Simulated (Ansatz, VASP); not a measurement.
# Ta4N5 in VASP and in Ansatz

```
Ta N
1.0
    -3.43627    3.43627    2.13748
     3.43627   -3.43627    2.13748
     3.43627    3.43627   -2.13748
Ta N
4 5
Cartesian
  0.7245 1.9437 2.1375
  1.9437 -0.7245 2.1375
  1.4925 4.1608 0.0000
  2.7118 1.4925 0.0000
  0.0000 0.0000 2.1375
  -1.3124 2.8072 2.1375
  2.8072 1.3124 2.1375
  0.6291 2.1239 0.0000
  4.7487 0.6291 0.0000
```

Alike in both runs: task relaxation of cell and atoms; functional LDA; k mesh 6 × 6 × 6; occupations gaussian, width 0.1 eV; no spin polarisation.

|  | VASP | Ansatz |
| --- | --- | --- |
| version | VASP 6.6.1 | Ansatz 0.2.0 |
| potentials or method | VASP PAW LDA potentials, release 64 (Ta_pv, N), cutoff 600 eV | scalar-relativistic, plane waves, PAW |
| valence electrons in the cell | 69 | 77 |

```tsv
	VASP	Ansatz	Ansatz less VASP
gap on the k mesh at the Fermi level, each at its own relaxed structure (eV)	none	none	-
relaxed volume (Å³/atom)	10.86	10.82	-0.041
relaxed length of the cell vector where the two differ most in proportion (Å)	5.246	5.240	-0.0069
```

LDA's correlation is that of Perdew and Zunger in VASP and of Perdew and Wang (1992) in Ansatz. A gap of «none» marks a metal or a gap that the smearing closes. VASP's potentials hold 69 valence electrons a cell and Ansatz's 77, so a difference there can come from the potentials and not from the codes.

Spin-orbit coupling is off throughout.
